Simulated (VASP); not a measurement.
# Al (Im-3m) in VASP: notebook

The runs below take Al through single point, with LDA.

Everything below comes from runs of VASP 6.6.1. Logs are shortened: lines on timing, memory, paths and dates and some standing lists are left out, and cuts for length are marked.

### 1 The cell of the first run

It takes space group Im-3m (No. 229, cubic). The conventional cell has a = 3.117 Å, b = 3.117 Å, c = 3.117 Å, α = 90.00°, β = 90.00°, γ = 90.00°. Al (site symmetry m-3m) has 14 Al at 2.70 to 3.12 Å within 3.6 Å.

### 2 Single point, LDA

File INCAR:

```
SYSTEM = Al
PREC     = Accurate       ! precision mode
ENCUT    = 520            ! plane-wave cutoff, eV
EDIFF    = 1E-6           ! SCF threshold, eV
ISMEAR   = 1              ! smearing method
SIGMA    = 0.1            ! smearing width, eV
LREAL    = .False.        ! projectors in reciprocal space
LASPH    = .True.         ! aspherical terms in the spheres
NELM     = 100            ! most SCF steps
ALGO     = Normal         ! electronic algorithm
ISIF     = 2              ! what is computed and relaxed
LWAVE    = .False.        ! write WAVECAR
LCHARG   = .False.        ! write CHGCAR
GGA      = CA             ! functional
NBANDS   = 8              ! bands
```

File KPOINTS:

```
regular mesh
0
Gamma
  13 13 13
  0 0 0
```

File POSCAR:

```
Al
1.0
   -1.5587357247      1.5587357247      1.5587357247
    1.5587357247     -1.5587357247      1.5587357247
    1.5587357247      1.5587357247     -1.5587357247
Al
1
Direct
    0.0000000000      0.0000000000      0.0000000000
```

Potentials or basis: VASP PAW LDA potentials, release 64 (Al).

Launch:

```console
$ cat potpaw_LDA.64/Al/POTCAR > POTCAR
$ mpirun -np 1 vasp_std > vasp.out
```

OUTCAR:

```text
SYSTEM = Al
   PREC = Accurate
   ENCUT = 520
   EDIFF = 1E-6
   ISMEAR = 1
   LREAL = .False.
   LASPH = .True.
   NELM = 100
   ISIF = 2
   GGA = CA

 ion  position               nearest neighbor table
   1  0.000  0.000  0.000-

  LATTYP: Found a body centered cubic cell.
 ALAT       =     3.1174714494

  Lattice vectors:

 A1 = (  -1.5587357247,   1.5587357247,   1.5587357247)
 A2 = (   1.5587357247,  -1.5587357247,   1.5587357247)
 A3 = (   1.5587357247,   1.5587357247,  -1.5587357247)

Analysis of symmetry for initial positions (statically):
=====================================================================
 Subroutine PRICEL returns:
 Original cell was already a primitive cell.

 Routine SETGRP: Setting up the symmetry group for a
 body centered cubic supercell.

 Subroutine GETGRP returns: Found 48 space group operations
 (whereof 48 operations were pure point group operations)
 out of a pool of 48 trial point group operations.

The static configuration has the point symmetry O_h .

Analysis of symmetry for dynamics (positions and initial velocities):
=====================================================================
 Subroutine PRICEL returns:
 Original cell was already a primitive cell.

 Routine SETGRP: Setting up the symmetry group for a
 body centered cubic supercell.

 Subroutine GETGRP returns: Found 48 space group operations
 (whereof 48 operations were pure point group operations)
 out of a pool of 48 trial point group operations.

The dynamic configuration has the point symmetry O_h .

 Subroutine INISYM returns: Found 48 space group operations
 (whereof 48 operations are pure point group operations),
 and found     1 'primitive' translations

----------------------------------------------------------------------------------------

                                     Primitive cell

  volume of cell :      15.1488

  direct lattice vectors                    reciprocal lattice vectors
    -1.558735725  1.558735725  1.558735725     0.000000000  0.320772785  0.320772785
     1.558735725 -1.558735725  1.558735725     0.320772785  0.000000000  0.320772785
     1.558735725  1.558735725 -1.558735725     0.320772785  0.320772785  0.000000000

  length of vectors
     2.699809471  2.699809471  2.699809471     0.453641223  0.453641223  0.453641223

  position of ions in fractional coordinates (direct lattice)
     0.000000000  0.000000000  0.000000000

  ion indices of the primitive-cell ions
   primitive index   ion index
                 1           1

----------------------------------------------------------------------------------------

 KPOINTS: regular mesh

Automatic generation of k-mesh.
 Grid dimensions read from file:
 generate k-points for:   13   13   13

 Generating k-lattice:

  Cartesian coordinates                     Fractional coordinates (reciprocal lattice)
     0.000000000  0.024674830  0.024674830     0.076923077  0.000000000  0.000000000
     0.024674830  0.000000000  0.024674830     0.000000000  0.076923077  0.000000000
     0.024674830  0.024674830  0.000000000     0.000000000  0.000000000  0.076923077

  Length of vectors
     0.034895479  0.034895479  0.034895479

  Shift w.r.t. Gamma in fractional coordinates (k-lattice)
     0.000000000  0.000000000  0.000000000

 Subroutine IBZKPT returns following result:
 ===========================================

 Found     84 irreducible k-points:

 Following reciprocal coordinates:
            Coordinates               Weight
  0.000000  0.000000  0.000000      1.000000
  0.076923  0.000000  0.000000     12.000000
  0.153846  0.000000  0.000000     12.000000
  0.230769  0.000000  0.000000     12.000000
  0.307692  0.000000  0.000000     12.000000
  0.384615  0.000000  0.000000     12.000000
[... 16 lines left out ...]
  0.153846  0.076923  0.076923     24.000000
  0.230769  0.076923  0.076923     24.000000
 [... further k-points ...]
   k-points           NKPTS =     84   k-points in BZ     NKDIM =     84   number of bands    NBANDS=      8
   number of dos      NEDOS =    301   number of ions     NIONS =      1
   total plane-waves  NPLWV =   8000
   dimension x,y,z NGX =    20 NGY =   20 NGZ =   20
   dimension x,y,z NGXF=    40 NGYF=   40 NGZF=   40
   ions per type =               1
   NGX,Y,Z   is equivalent  to a cutoff of  12.32, 12.32, 12.32 a.u.
   NGXF,Y,Z  is equivalent  to a cutoff of  24.63, 24.63, 24.63 a.u.
 SYSTEM =  Al
   PREC   = accura    normal or accurate (medium, high low for compatibility)
   ISTART =      0    job   : 0-new  1-cont  2-samecut
   ICHARG =      2    charge: 1-file 2-atom 10-const
   ISPIN  =      1    spin polarized calculation?
   LNONCOLLINEAR =      F non collinear calculations
   LSORBIT =      F    spin-orbit coupling
   LASPH  =      T    aspherical Exc in radial PAW
   ENCUT  =  520.0 eV  38.22 Ry    6.18 a.u.   5.02  5.02  5.02*2*pi/ulx,y,z
   NELM   =    100;   NELMIN=  2; NELMDL= -5     # of ELM steps
   EDIFF  = 0.1E-05   stopping-criterion for ELM
   LREAL  =      F    real-space projection
   EDIFFG = 0.1E-04   stopping-criterion for IOM
   NSW    =      0    number of steps for IOM
   IBRION =     -1    ionic relax: 0-MD 1-quasi-New 2-CG
   NFREE  =      0    steps in history (QN), initial steepest desc. (CG)
   ISIF   =      2    stress and relaxation
   ISYM   =      2    0-nonsym 1-usesym 2-fastsym
   POTIM  = 0.5000    time-step for ionic-motion
   TEBEG  =    0.0;   TEEND  =   0.0 temperature during run
   PSTRESS=    0.0 pullay stress
   NELECT =       3.0000    total number of electrons
   NUPDOWN=      -1.0000    fix difference up-down
   EMIN   =  10.00;   EMAX   =-10.00  energy-range for DOS
   EFERMI =   0.00;   METHOD = LEGACY
   ISMEAR =     1;   SIGMA  =   0.10  broadening in eV -4-tet -1-fermi 0-gaus
   EFERMI_NEDOS =   21; number of points for ismear=-14 and -15
   IALGO  =     38    algorithm
   IMIX   =      4    mixing-type and parameters
     AMIX     =   0.40;   BMIX     =  1.00
     AMIX_MAG =   1.60;   BMIX_MAG =  1.00
  volume/ion in A,a.u.               =      15.15       102.23
  Fermi-wavevector in a.u.,A,eV,Ry     =   0.954237  1.803246 12.389024  0.910568
  Thomas-Fermi vector in A             =   2.082965
   LORBIT       =      0    0 simple, 1 ext, 2 COOP (PROOUT), +10 PAW based schemes
   GGA     = CA    functional components
   LHFCALC =     F    Hartree Fock is set to
   AEXX    =    0.0000 exact exchange contribution
   IVDW    =     0    specifies the selected vdW correction
   LEPSILON=     F    determine dielectric tensor
   LRPA    =     F    only Hartree local field effects (RPA)
 non-spin polarized calculation
 Methfessel and Paxton  Order N= 1 SIGMA  =   0.10
  energy-cutoff  :      520.00
  volume of cell :       15.15
 maximum number of plane-waves:       420
   NGX =  9   NGY =  9   NGZ =  9

 number of electron       3.0000000 magnetization

 Free energy of the ion-electron system (eV)
  ---------------------------------------------------
  ext. energy  EPLUGINS =         0.00000000
  ---------------------------------------------------
  free energy    TOTEN  =        -4.07667038 eV

  energy without entropy =       -4.07716901  energy(sigma->0) =       -4.07683659

 E-fermi :   8.7513     XC(G=0): -10.6679

 val. band max:        8.6263186137   @ k =  -0.3846  -0.3846   0.0769
 cond. band min:       8.7677873152   @ k =  -0.3846   0.3846   0.1538
 fundamental gap:      0.1414687015
 Fermi energy:         8.7513053315

 k-point     1 :       0.0000    0.0000    0.0000
  band No.  band energies     occupation
      1      -2.9895      2.00000
      2      22.4231      0.00000
      3      22.4231      0.00000
      4      22.4231      0.00000
      5      24.4268      0.00000
      6      24.4268      0.00000
      7      24.4268      0.00000
      8      25.6663      0.00000

 k-point     2 :       0.0769    0.0000    0.0000
  band No.  band energies     occupation
      1      -2.8098      2.00000
      2      20.5406      0.00000
      3      21.4613      0.00000
      4      21.7419      0.00000
      5      23.5975      0.00000
      6      24.5127      0.00000
      7      25.0268      0.00000
      8      25.6845      0.00000

 k-point     3 :       0.1538    0.0000    0.0000
  band No.  band energies     occupation
      1      -2.2721      2.00000
      2      17.2907      0.00000
      3      20.1660      0.00000
      4      20.4524      0.00000
      5      22.2782      0.00000
      6      23.4254      0.00000
      7      25.8990      0.00000
      8      26.3048      0.00000

 k-point     4 :       0.2308    0.0000    0.0000
  band No.  band energies     occupation
      1      -1.3809      2.00000
      2      14.0071      0.00000
      3      19.0856      0.00000
      4      19.2200      0.00000
      5      21.1093      0.00000
      6      22.4866      0.00000
      7      26.9656      0.00000
      8      26.9803      0.00000

 k-point     5 :       0.3077    0.0000    0.0000
  band No.  band energies     occupation
      1      -0.1436      2.00000
      2      10.9282      0.00000
      3      18.2387      0.00000
      4      18.2700      0.00000
      5      20.2062      0.00000
      6      21.6989      0.00000
      7      27.8975      0.00000
      8      28.2898      0.00000
[... 177 lines left out ...]
 k-point    22 :       0.0769    0.0769    0.0769
  band No.  band energies     occupation
      1      -1.9149      2.00000
      2      17.4031      0.00000
      3      17.4031      0.00000
      4      18.0840      0.00000
      5      25.1465      0.00000
      6      25.1465      0.00000
      7      25.8039      0.00000
      8      25.8039      0.00000

 k-point    23 :       0.1538    0.0769    0.0769
  band No.  band energies     occupation
      1      -1.0262      2.00000
      2      14.2773      0.00000
      3      16.1165      0.00000
      4      16.8318      0.00000
      5      24.5816      0.00000
      6      24.9883      0.00000
      7      26.8780      0.00000
      8      27.0151      0.00000

 k-point    24 :       0.2308    0.0769    0.0769
  band No.  band energies     occupation
      1       0.2076      2.00000
      2      11.2335      0.00000
      3      15.1316      0.00000
      4      15.9409      0.00000
      5      23.8309      0.00000
      6      24.3767      0.00000
      7      28.0866      0.00000
      8      28.3937      0.00000

 [... further k-points ...]
[... 5 lines left out ...]
  --------------------------------------------------------------------------------------
  -------------------------------------------------------------------------------------
  Total        0.5445846      0.5445846      0.5445846      0.0000000      0.0000000     -0.0000000
  in kB       57.5968206     57.5968206     57.5968206      0.0000000      0.0000000     -0.0000000
  external PRESSURE =      57.5968206 kB  Pullay stress =       0.0000000 kB

 VOLUME and BASIS-vectors are now :
 -----------------------------------------------------------------------------
  energy-cutoff  :      520.00
  volume of cell :       15.15
      direct lattice vectors                 reciprocal lattice vectors
    -1.558735725  1.558735725  1.558735725     0.000000000  0.320772785  0.320772785
     1.558735725 -1.558735725  1.558735725     0.320772785  0.000000000  0.320772785
     1.558735725  1.558735725 -1.558735725     0.320772785  0.320772785  0.000000000

 POSITION                                       TOTAL-FORCE (eV/Angst)
 -----------------------------------------------------------------------------------
      0.00000      0.00000      0.00000        -0.000000     -0.000000     -0.000000
 -----------------------------------------------------------------------------------
    total drift:                                0.000000     -0.000000      0.000000

  FREE ENERGIE OF THE ION-ELECTRON SYSTEM (eV)
  ---------------------------------------------------
  free  energy   TOTEN  =        -4.0766703781 eV

  energy  without entropy=       -4.0771690127  energy(sigma->0) =       -4.07683659
```

It took 3.6 s on 1 thread of AMD EPYC 9R45 (Zen 5), shared host; peak memory 0.08 GiB.

What came out:

```
Free energy : -4.0767 eV
Pressure    : 5.8 GPa
```

### 3 Single point, LDA

This run uses another cell than the first one, of 15.47 Å³/atom, 1.021 times its volume.

File INCAR:

```
PREC = Accurate
ENCUT = 520
EDIFF = 1E-6
ISMEAR = 1
SIGMA = 0.1
LREAL = False
LASPH = True
NELM = 100
ALGO = Normal
ISIF = 2
LWAVE = False
LCHARG = True
LELF = True
LVHAR = True
NBANDS = 8
```

File KPOINTS:

```
Automatic mesh
0
Gamma
  13 13 13
```

File POSCAR:

```
Al
1.0
   -1.5697130985      1.5697130985      1.5697130985
    1.5697130985     -1.5697130985      1.5697130985
    1.5697130985      1.5697130985     -1.5697130985
Al
1
Direct
    0.0000000000      0.0000000000      0.0000000000
```

Potentials or basis: VASP PAW LDA potentials, release 64 (Al).

Launch:

```console
$ cat potpaw_LDA.64/Al/POTCAR > POTCAR
$ mpirun -np 1 vasp_std > vasp.out
```

Run time: 3.8 s. Hardware: 1 thread of AMD EPYC 9R45 (Zen 5), shared host; peak memory 0.08 GiB.

Results (log left out):

```
Free energy : -4.0861 eV
Pressure    : 3.7 GPa
```

Levels at points of the mesh, in eV from the Fermi level:
```csv
k point,band 1,band 2,band 3,band 4,band 5,band 6
"(0.00, 0.00, 0.00)",-11.59,13.55,13.55,13.55,15.35,15.35
```

### 4 Single point, LDA

This run uses another cell than the first one, of 15.79 Å³/atom, 1.043 times its volume.

File INCAR:

```
PREC = Accurate
ENCUT = 520
EDIFF = 1E-6
ISMEAR = 1
SIGMA = 0.1
LREAL = False
LASPH = True
NELM = 80
ALGO = Normal
ISIF = 2
LWAVE = False
LCHARG = False
GGA = CA
NBANDS = 8
```

File KPOINTS:

```
regular mesh
0
Gamma
  13 13 13
```

File POSCAR:

```
Al
1.0
   -1.5805390481      1.5805390481      1.5805390481
    1.5805390481     -1.5805390481      1.5805390481
    1.5805390481      1.5805390481     -1.5805390481
Al
1
Direct
    0.0000000000      0.0000000000      0.0000000000
```

Potentials or basis: VASP PAW LDA potentials, release 64 (Al).

Launch:

```console
$ cat potpaw_LDA.64/Al/POTCAR > POTCAR
$ mpirun -np 1 vasp_std > vasp.out
```

OUTCAR:

```text
PREC = Accurate
   ENCUT = 520
   EDIFF = 1E-6
   ISMEAR = 1
   LREAL = False
   LASPH = True
   NELM = 80
   ISIF = 2
   GGA = CA

 ion  position               nearest neighbor table
   1  0.000  0.000  0.000-

  LATTYP: Found a body centered cubic cell.
 ALAT       =     3.1610780962

  Lattice vectors:

 A1 = (  -1.5805390481,   1.5805390481,   1.5805390481)
 A2 = (   1.5805390481,  -1.5805390481,   1.5805390481)
[... 442 lines left out ...]
      7      27.1207      0.00000
      8      27.4231      0.00000

 [... further k-points ...]

------------------------ aborting loop because EDIFF is reached ----------------------------------------

  FORCE on cell =-STRESS in cart. coord.  units (eV):
  Direction    XX          YY          ZZ          XY          YZ          ZX
  --------------------------------------------------------------------------------------
  -------------------------------------------------------------------------------------
  Total        0.1734815      0.1734815      0.1734815      0.0000000      0.0000000      0.0000000
  in kB       17.5989996     17.5989996     17.5989996      0.0000000      0.0000000      0.0000000
  external PRESSURE =      17.5989996 kB  Pullay stress =       0.0000000 kB

 VOLUME and BASIS-vectors are now :
 -----------------------------------------------------------------------------
  energy-cutoff  :      520.00
  volume of cell :       15.79
      direct lattice vectors                 reciprocal lattice vectors
    -1.580539048  1.580539048  1.580539048     0.000000000  0.316347768  0.316347768
     1.580539048 -1.580539048  1.580539048     0.316347768  0.000000000  0.316347768
     1.580539048  1.580539048 -1.580539048     0.316347768  0.316347768  0.000000000

 POSITION                                       TOTAL-FORCE (eV/Angst)
 -----------------------------------------------------------------------------------
      0.00000      0.00000      0.00000        -0.000000      0.000000     -0.000000
 -----------------------------------------------------------------------------------
    total drift:                                0.000000     -0.000000     -0.000000

  FREE ENERGIE OF THE ION-ELECTRON SYSTEM (eV)
  ---------------------------------------------------
  free  energy   TOTEN  =        -4.0915464780 eV

  energy  without entropy=       -4.0920966718  energy(sigma->0) =       -4.09172988
```

OSZICAR:

```text
N       E                     dE             d eps       ncg     rms          rms(c)
DAV:   1    -0.266569643250E+01   -0.26657E+01   -0.89463E+02  1352   0.210E+02
DAV:   2    -0.411560318292E+01   -0.14499E+01   -0.14061E+01  1896   0.194E+01
DAV:   3    -0.412317603936E+01   -0.75729E-02   -0.75751E-02  1616   0.150E+00
DAV:   4    -0.412318673332E+01   -0.10694E-04   -0.10694E-04  2016   0.578E-02
DAV:   5    -0.412318674863E+01   -0.15309E-07   -0.16162E-07  1632   0.151E-03    0.139E+00
DAV:   6    -0.410383514587E+01    0.19352E-01   -0.29179E-03  1464   0.209E-01    0.773E-01
DAV:   7    -0.409157278890E+01    0.12262E-01   -0.72502E-03  1552   0.323E-01    0.164E-01
DAV:   8    -0.409154657052E+01    0.26218E-04   -0.29952E-05  1856   0.344E-02    0.128E-02
DAV:   9    -0.409154647797E+01    0.92555E-07   -0.15397E-07  1680   0.201E-03
   1 F= -.40915465E+01 E0= -.40917299E+01  d E =0.550194E-03
```

stdout:

```text
POSCAR found type information on POSCAR Al
 POSCAR found :  1 types and       1 ions
 scaLAPACK will be used
 LDA part: xc-table for (Slater(with rela. corr.)+CA(PZ))
 , standard interpolation
 POSCAR, INCAR and KPOINTS ok, starting setup
 FFT: planning ... GRIDC
 FFT: planning ... GRID_SOFT
 FFT: planning ... GRID
 WAVECAR not read
 entering main loop
```

It took 3.5 s on 1 thread of AMD EPYC 9R45 (Zen 5), shared host; peak memory 0.08 GiB.

Results:

* Free energy: -4.0915 eV
* Pressure: 1.8 GPa

### 5 Single point, LDA

This run uses another cell than the first one, of 16.12 Å³/atom, 1.064 times its volume.

File INCAR:

```
ALGO = Normal ; EDIFF = 1E-6
ENCUT = 520 ; ISIF = 2
ISMEAR = 1 ; LASPH = True
LCHARG = True ; LELF = True
LREAL = False ; LVHAR = True
LWAVE = False ; NBANDS = 8
NELM = 60 ; PREC = Accurate
SIGMA = 0.1
```

File KPOINTS:

```
k-points
0
Gamma
  13 13 13
```

File POSCAR:

```
Al
1.0
   -1.5912186900      1.5912186900      1.5912186900
    1.5912186900     -1.5912186900      1.5912186900
    1.5912186900      1.5912186900     -1.5912186900
Al
1
Direct
    0.0000000000      0.0000000000      0.0000000000
```

Launch:

```console
$ cat potpaw_LDA.64/Al/POTCAR > POTCAR
$ mpirun -np 1 vasp_std > vasp.out
```

It took 3.8 s on 1 thread of AMD EPYC 9R45 (Zen 5), shared host; peak memory 0.09 GiB.

It converged, with:

```
Free energy : -4.0934 eV
Pressure    : 0.1 GPa
```

Levels at points of the mesh, in eV from the Fermi level:
| k point | band 1 | band 2 | band 3 | band 4 | band 5 |
| --- | --- | --- | --- | --- | --- |
| (0.00, 0.00, 0.00) | -11.29 | 13.30 | 13.30 | 13.30 | 14.74 |

(Continued in part 2 of 2.)
